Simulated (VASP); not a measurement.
Runs of VASP 6.6.1 on LaB6. Symmetry: Pm-3m, No. 221, cubic system. Conventional cell: a = 4.157 Å, b = 4.157 Å, c = 4.157 Å, α = 90.00°, β = 90.00°, γ = 90.00°. La (site symmetry m-3m) has 24 B at 3.05 Å and 6 La at 4.16 Å within 4.2 Å. B (site symmetry 4mm) has 5 B at 1.64 to 1.78 Å within 2.2 Å. 

```tsv
level	potentials or basis	gap on the mesh (eV)	pressure (GPa)	relaxed volume (Å³/atom)
PBEsol	VASP PAW PBE potentials, release 64 (La, B)	none	0.0	10.07
LDA	VASP PAW LDA potentials, release 64 (La, B)	none	0.0	9.84
r2SCAN	VASP PAW PBE potentials, release 64 (La, B)	none	-0.1	10.23
PBE	VASP PAW PBE potentials, release 64 (La, B)	none	0.0	(a)
```

Alike in all rows: task relaxation of cell and atoms; no spin polarisation; cell relaxed; k mesh 8 × 8 × 8; cutoff (eV) 600; smearing fermi-dirac 0.1 eV.

Question: Estimate the missing entries.

Answer: (a) 10.24.

Caveats: spin-orbit coupling is left out, which moves the levels of the heavy elements; an odd number of electrons without spin polarisation forces a metal; a magnetic or distorted state may lie lower; the PAW data sets were made with another functional, which shifts forces and pressure a little (at least some runs).

A k mesh can miss the band edges, and the runs leave out spin-orbit coupling on La.

A gap of «none» marks levels without a gap at the run's occupations.
